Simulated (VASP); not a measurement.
# InAs in VASP: notebook, part 2 of 2

VASP 6.6.1. Earlier steps stand in the parts before.

### 3 Single point, PBE-based screened hybrid

This run uses another cell than the first one, of 27.49 Å³/atom, 0.962 times its volume.

File POSCAR:

```
InAs
1.0
    0.0000000000      3.0180000000      3.0180000000
    3.0180000000      0.0000000000      3.0180000000
    3.0180000000      3.0180000000      0.0000000000
In As
1 1
Direct
    0.0000000000      0.0000000000      0.0000000000
    0.7500000000      0.7500000000      0.7500000000
```

File INCAR.step1:

```
PREC = Accurate ; ENCUT = 520
EDIFF = 1E-5 ; ISMEAR = -1
SIGMA = 0.05 ; LREAL = False
LASPH = True ; NELM = 100
ALGO = Normal ; ISIF = 2
LWAVE = True ; GGA = PE
NBANDS = 16
```

File INCAR.step2:

```
PREC = Accurate ; ENCUT = 520
EDIFF = 1E-7 ; ISMEAR = -1
SIGMA = 0.05 ; LREAL = False
LASPH = True ; NELM = 100
ALGO = Normal ; ISIF = 2
LWAVE = False ; LCHARG = True
GGA = PE ; LHFCALC = True
AEXX = 0.2 ; HFSCREEN = 0.2
PRECFOCK = Normal ; LELF = True
LVHAR = True ; ISTART = 1
NBANDS = 16
```

File KPOINTS:

```
Automatic mesh
0
Gamma
  4 4 4
```

Potentials or basis: VASP PAW PBE potentials, release 64 (In_d, As).

On the command line:

```
$ cat potpaw_PBE.64/In_d/POTCAR potpaw_PBE.64/As/POTCAR > POTCAR
$ cp INCAR.step1 INCAR
$ mpirun -np 1 vasp_std > vasp.out
$ cp INCAR.step2 INCAR
$ mpirun -np 1 vasp_std > vasp.out
```

OUTCAR:

```text
PREC = Accurate
   ENCUT = 520
   EDIFF = 1E-7
   ISMEAR = -1
   LREAL = False
   LASPH = True
   NELM = 100
   ISIF = 2
   GGA = PE
   LHFCALC = True
   AEXX = 0.2
   HFSCREEN = 0.2
   PRECFOCK = Normal
   ISTART = 1

 ion  position               nearest neighbor table
   1  0.000  0.000  0.000-   2 2.61   2 2.61   2 2.61   2 2.61
   2  0.750  0.750  0.750-   1 2.61   1 2.61   1 2.61   1 2.61

  LATTYP: Found a face centered cubic cell.
 ALAT       =     6.0360000000

  Lattice vectors:

 A1 = (   0.0000000000,   3.0180000000,   3.0180000000)
 A2 = (   3.0180000000,   0.0000000000,   3.0180000000)
 A3 = (   3.0180000000,   3.0180000000,   0.0000000000)

Analysis of symmetry for initial positions (statically):
=====================================================================
 Subroutine PRICEL returns:
 Original cell was already a primitive cell.

 Routine SETGRP: Setting up the symmetry group for a
 face centered cubic supercell.
[... 151 lines left out ...]
  ext. energy  EPLUGINS =         0.00000000
  ---------------------------------------------------
  free energy    TOTEN  =        -8.79193787 eV

  energy without entropy =       -8.79162791  energy(sigma->0) =       -8.79178289

 E-fermi :   4.5096     XC(G=0):  -7.8753

 val. band max:        4.2535240333   @ k =   0.0000   0.0000   0.0000
 cond. band min:       4.7101078863   @ k =   0.0000   0.0000   0.0000
 fundamental gap:      0.4565838529
 Fermi energy:         4.5095818583

 k-point     1 :       0.0000    0.0000    0.0000
  band No.  band energies     occupation
      1     -11.5739      2.00000
      2     -11.5739      2.00000
      3     -11.5739      2.00000
      4     -11.4409      2.00000
      5     -11.4409      2.00000
      6      -8.5734      2.00000
[... 129 lines left out ...]
      3     -11.4974      2.00000
      4     -11.4569      2.00000
      5     -11.4327      2.00000
      6      -6.3145      2.00000
[... 8 lines left out ...]
     15      16.8814      0.00000
     16      16.9057      0.00000

------------------------ aborting loop because EDIFF is reached ----------------------------------------

  FORCE on cell =-STRESS in cart. coord.  units (eV):
  Direction    XX          YY          ZZ          XY          YZ          ZX
  --------------------------------------------------------------------------------------
  -------------------------------------------------------------------------------------
  Total        0.9207105      0.9207105      0.9207105      0.0000000      0.0000000     -0.0000000
  in kB       26.8315644     26.8315644     26.8315644      0.0000000      0.0000000     -0.0000000
  external PRESSURE =      26.8315644 kB  Pullay stress =       0.0000000 kB

 VOLUME and BASIS-vectors are now :
 -----------------------------------------------------------------------------
  energy-cutoff  :      520.00
  volume of cell :       54.98
      direct lattice vectors                 reciprocal lattice vectors
     0.000000000  3.018000000  3.018000000    -0.165672631  0.165672631  0.165672631
     3.018000000  0.000000000  3.018000000     0.165672631 -0.165672631  0.165672631
     3.018000000  3.018000000  0.000000000     0.165672631  0.165672631 -0.165672631

 POSITION                                       TOTAL-FORCE (eV/Angst)
 -----------------------------------------------------------------------------------
      0.00000      0.00000      0.00000         0.000000      0.000000      0.000000
      4.52700      4.52700      4.52700        -0.000000     -0.000000     -0.000000
 -----------------------------------------------------------------------------------
    total drift:                               -0.000002     -0.000005     -0.000002

  FREE ENERGIE OF THE ION-ELECTRON SYSTEM (eV)
  ---------------------------------------------------
  free  energy   TOTEN  =        -8.7919378749 eV

  energy  without entropy=       -8.7916279090  energy(sigma->0) =       -8.79178289
```

OUTCAR.step1:

```text
PREC = Accurate
   ENCUT = 520
   EDIFF = 1E-5
   ISMEAR = -1
   LREAL = False
[... 354 lines left out ...]
      0.00000      0.00000      0.00000        -0.000000     -0.000000     -0.000000
      4.52700      4.52700      4.52700         0.000000      0.000000      0.000000
 -----------------------------------------------------------------------------------
    total drift:                                0.000000      0.000000      0.000000

  FREE ENERGIE OF THE ION-ELECTRON SYSTEM (eV)
  ---------------------------------------------------
  free  energy   TOTEN  =        -7.5279724121 eV

  energy  without entropy=       -7.5248909880  energy(sigma->0) =       -7.52643170
```

It took 6.5 min on 1 thread of Intel Xeon Platinum 8375C at 2.90GHz (Ice Lake), shared host; peak memory 0.28 GiB.

What came out:

- Free energy: -8.7919 eV
- Pressure: 2.7 GPa
- Band gap on the k mesh: 0.46 eV, direct

Levels at points of the mesh, in eV from the valence-band top:
```tsv
k point	band 7	band 8	band 9	band 10	band 11	band 12
(0.00, 0.00, 0.00)	0.00	0.00	0.00	0.46	4.53	4.53
(0.50, 0.00, 0.00)	-6.19	-1.06	-1.06	1.55	5.31	5.31
(0.50, 0.50, 0.00)	-6.26	-2.51	-2.51	2.01	2.61	10.16
```

Caveat: the k points lie up to 0.45 Å⁻¹ apart; the PAW data sets were made with another functional, which shifts forces and pressure a little; spin-orbit coupling is left out, which moves the levels of the heavy elements.

### 4 Single point, PBE-based screened hybrid

This run uses another cell than the first one, of 27.49 Å³/atom, 0.962 times its volume.

POSCAR is that of step 3.

File INCAR.step1:

```
SYSTEM = InAs
PREC = Accurate ; ENCUT = 520
EDIFF = 1E-5 ; ISMEAR = -1
SIGMA = 0.05 ; LREAL = .False.
LASPH = .True. ; NELM = 80
ALGO = Normal ; ISIF = 2
LWAVE = .True. ; LCHARG = .False.
NBANDS = 16 ; GGA = PE
```

File INCAR.step2:

```
SYSTEM = InAs
PREC = Accurate ; ENCUT = 520
EDIFF = 1E-6 ; ISMEAR = -1
SIGMA = 0.05 ; LREAL = .False.
LASPH = .True. ; NELM = 80
ALGO = Normal ; ISIF = 2
LWAVE = .False. ; LCHARG = .False.
GGA = PE ; LHFCALC = .True.
AEXX = 0.3 ; HFSCREEN = 0.2
PRECFOCK = Normal ; NBANDS = 16
ISTART = 1
```

File KPOINTS:

```
regular mesh
0
Gamma
  4 4 4
  0 0 0
```

On the command line:

```
$ cat potpaw_PBE.64/In_d/POTCAR potpaw_PBE.64/As/POTCAR > POTCAR
$ cp INCAR.step1 INCAR
$ mpirun -np 1 vasp_std > vasp.out
$ cp INCAR.step2 INCAR
$ mpirun -np 1 vasp_std > vasp.out
```

Run time: 5.9 min. Hardware: 1 thread of Intel Xeon Platinum 8375C at 2.90GHz (Ice Lake), shared host; peak memory 0.28 GiB.

The run converged. Its results:

```yaml
Free_energy: -9.4655 eV
Pressure: 1.8 GPa
Band_gap_on_the_k_mesh: 0.81 eV, direct
```

Levels at points of the mesh, in eV from the valence-band top:
| k point | band 6 | band 7 | band 8 | band 9 | band 10 | band 11 | band 12 | band 13 |
| --- | --- | --- | --- | --- | --- | --- | --- | --- |
| (0.00, 0.00, 0.00) | -13.28 | 0.00 | 0.00 | 0.00 | 0.81 | 4.87 | 4.87 | 4.87 |
| (0.50, 0.00, 0.00) | -11.62 | -6.37 | -1.09 | -1.09 | 1.88 | 5.65 | 5.65 | 7.93 |
| (0.50, 0.50, 0.00) | -11.00 | -6.43 | -2.58 | -2.58 | 2.27 | 2.91 | 10.63 | 10.82 |

Caveat: the k points lie up to 0.45 Å⁻¹ apart; the PAW data sets were made with another functional, which shifts forces and pressure a little; spin-orbit coupling is left out, which moves the levels of the heavy elements.

### 5 The runs side by side

| level | cell | k mesh | cutoff (eV) | grid for exact exchange (PRECFOCK) | share of exact exchange | screening parameter | gap on the mesh (eV) | pressure (GPa) |
| --- | --- | --- | --- | --- | --- | --- | --- | --- |
| PBEsol | a = 4.354, b = 4.354, c = 4.268 Å, angles 60.7, 60.7, 58.7°, 2 atoms | 6 × 6 × 6 | 500 | - | - | - | none | -0.6 |
| PBE-based screened hybrid | a = 4.268 Å, angles 60.0°, 2 atoms | 4 × 4 × 4 | 520 | Normal | 0.2 | 0.2 1/Å | 0.46 | 2.7 |
| PBE-based screened hybrid | a = 4.268 Å, angles 60.0°, 2 atoms | 4 × 4 × 4 | 520 | Normal | 0.3 | 0.2 1/Å | 0.81 | 1.8 |

Alike in all rows: task single point; potentials or basis VASP PAW PBE potentials, release 64 (In_d, As); no spin polarisation; smearing fermi-dirac 0.05 eV.

Caveats: some runs use coarse meshes; the PAW data sets were made with another functional, which shifts forces and pressure a little; spin-orbit coupling is left out, which moves the levels of the heavy elements.

Absolute energies hang on the potentials; compare differences alone.
